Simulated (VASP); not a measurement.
**CoO: elastic constants with PBEsol**

CoO:

```xyz
2
Lattice="0.0000 2.1315 2.1315 2.1315 0.0000 2.1315 2.1315 2.1315 0.0000" Properties=species:S:1:pos:R:3 pbc="T T T"
Co    0.0000    0.0000    0.0000
O     2.1315    2.1315    2.1315
```

- Program: VASP 6.6.1
- Task: elastic constants
- Functional: PBEsol
- Potentials or basis: VASP PAW PBE potentials, release 64 (Co, O)
- Cutoff: 600 eV
- k mesh: 8 × 8 × 8
- Occupations: fermi-dirac, width 0.05 eV
- Spin: collinear spin, ferromagnetic start
- Starting moments: [2.0, 0.0] μB
- Dipole correction: no
- Ions in elastic constants: relaxed
- Further INCAR settings: ALGO = Normal; EDIFF = 1e-08; IBRION = 6; POTIM = 0.015; NSW = 1; ISIF = 3

```yaml
Net_moment: 2.91 μB per cell
Site_moments: Co +2.55; O +0.31 μB
Valence_electrons_inside_the_program's_atomic_spheres: Co 7.80; O 4.95
Elastic_constants_C11_C12_C44: 159, 153, -15 GPa
Voigt_bulk_modulus: 155 GPa
Highest_phonon_frequency_at_Γ_LO-TO_splitting_left_out: 20 cm⁻¹
```

Phonon frequencies in cm⁻¹ (negative: imaginary):
| q point | frequencies |
| --- | --- |
| (0.000, 0.000, 0.000) | -2 -2 -2 20 20 20 |

Elastic tensor in Voigt notation (GPa, in the Cartesian axes of the cell as first typed):
```
159 153 153   0   0   0
153 159 153   0   0   0
153 153 159   0   0   0
  0   0   0 -15   0   0
  0   0   0   0 -15   0
  0   0   0   0   0 -15
```

Clamped-ion elastic tensor (GPa):
```
159 153 153   0   0   0
153 159 153   0   0   0
153 153 159   0   0   0
  0   0   0 -15   0   0
  0   0   0   0 -15   0
  0   0   0   0   0 -15
```

It took 21 min on 1 thread of Intel Xeon 8259CL, with other jobs on the host, peak memory 0.27 GiB.

Caveat: the cell is under stress, which shifts elastic constants; the elastic tensor has a negative eigenvalue, so either the cell is unstable as it stands or the mesh is too thin; the PAW data sets were made with another functional, which shifts forces and pressure a little; a cell with one magnetic atom can't hold antiferromagnetic order, which such compounds often take.
